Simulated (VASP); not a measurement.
A run of VASP 6.6.1 is set up as follows.

INCAR

```
SYSTEM = MnO2
  PREC = Accurate
  ENCUT = 520
  EDIFF = 1E-6
  ISMEAR = -1
  SIGMA = 0.05
  LREAL = .FALSE.
  LASPH = .TRUE.
  NELM = 150
  ALGO = Normal
  ISIF = 2
  LWAVE = .FALSE.
  LCHARG = .FALSE.
  ISPIN = 2
  MAGMOM = 4 0 0
  LORBIT = 11
  LMAXMIX = 4
  LDAU = .TRUE.
  LDAUTYPE = 2
  LDAUL = 2 -1
  LDAUU = 6 0
  LDAUJ = 0 0
  LDAUPRINT = 1
  GGA = PS
  NBANDS = 24
```

File KPOINTS:

```
regular mesh
0
G
  11 11 11
  0 0 0
```

File POSCAR:

```
MnO2
1.0
    1.4621795101      0.8441897337      4.7183955409
   -1.4621795101      0.8441897337      4.7183955409
    0.0000000000     -1.6883794675      4.7183955409
Mn O
1 2
Direct
    0.0000000000      0.0000000000      0.0000000000
    0.7333464007      0.7333464007      0.7333464007
    0.2666535993      0.2666535993      0.2666535993
```

Potentials or basis: VASP PAW PBE potentials, release 64 (Mn_pv, O).

Command:

```console
$ cat potpaw_PBE.64/Mn_pv/POTCAR potpaw_PBE.64/O/POTCAR > POTCAR
$ mpirun -np 1 vasp_std > vasp.out
```

Question: Estimate the net moment.

Answer: 3.00 μB per cell.

Question: Estimate the largest force.

Answer: 0.026 eV/Å.

Question: Estimate the pressure.

Answer: -0.6 GPa.

Question: What does it give for the site moments?

Answer: Mn +3.48; O -0.23 μB.

Forces on the atoms (eV/Å):
```
Mn   0.000  0.000  0.000
O    0.000  0.000  0.026
O    0.000  0.000 -0.026
```

Caveat: the PAW data sets were made with another functional, which shifts forces and pressure a little; a cell with one magnetic atom can't hold antiferromagnetic order, which such compounds often take. The state reached can hang on the start; a lower one may exist.
